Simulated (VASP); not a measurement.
The system is Si.

```
Si
1.0
     2.75859    2.68878    0.09606
     2.92862   -2.66667    5.53611
     2.65099   -2.77330   -5.45061
Si
8
Cartesian
  5.5955 -2.6947 2.8308
  5.5892 -0.1022 -0.0491
  -0.1340 0.1099 0.0998
  5.2750 -2.7557 -2.6328
  4.4610 -1.4196 -3.9448
  4.1069 -4.0982 -1.4184
  4.2013 1.0372 -1.1564
  4.1192 -1.1348 1.5038
```

```yaml
Program: VASP 6.6.1
Task: relaxation of cell and atoms
Functional: PBE
Potentials_or_basis: VASP PAW PBE potentials, release 64 (Si)
Cutoff: 600 eV
k_mesh: 4 × 2 × 2
Occupations: gaussian, width 0.1 eV
Spin: no spin polarisation
```

At the start: pressure 4.3 GPa; volume 20.59 Å³/atom.

Problem. Where does the relaxation end?

Solution. Over 20 steps the energy falls by 446.8 meV/atom and the volume is 20.46 Å³/atom (-0.6 %); space group I4_1/amd (No. 141, to 0.05 Å).

Step by step:
```csv
step,energy change (eV),largest force (eV/Å),pressure (GPa),volume (Å³)
1,0.0000,5.9670,4.35,164.73
2,-2.0527,2.9138,-4.75,177.61
3,-2.4155,1.9903,-4.41,173.57
4,-3.3470,1.1398,0.34,162.47
5,-3.3613,1.1552,1.19,161.05
6,-3.4783,0.6756,0.08,163.13
7,-3.4878,0.5233,0.26,162.69
8,-3.5291,0.2703,-0.34,163.84
9,-3.5297,0.2813,-0.41,163.98
10,-3.5412,0.2136,0.15,163.02
11,-3.5431,0.2234,0.52,162.41
12,-3.5518,0.1685,0.35,162.80
13,-3.5586,0.2793,-0.01,163.56
14,-3.5667,0.1735,-0.18,163.92
15,-3.5711,0.0994,-0.45,164.45
16,-3.5738,0.0611,0.05,163.55
17,-3.5738,0.0626,0.06,163.52
18,-3.5742,0.0268,0.04,163.57
19,-3.5743,0.0324,0.03,163.58
20,-3.5744,0.0197,-0.02,163.67
```

Final structure:
```
CELL_PARAMETERS angstrom
2.75076 2.74626 0.00276
2.74438 -2.75533 5.41569
2.74780 -2.74604 -5.41769
ATOMIC_POSITIONS crystal
Si 0.50109 0.99944 0.49984
Si 0.99680 0.49980 0.50052
Si 0.00331 0.00019 0.00033
Si 0.49884 0.49963 0.00014
Si 0.50327 0.12517 0.87437
Si 0.99873 0.62569 0.87518
Si 0.00102 0.12529 0.37492
Si 0.49694 0.62480 0.37470
```

Caveat: the k points lie up to 0.50 Å⁻¹ apart in the final cell.
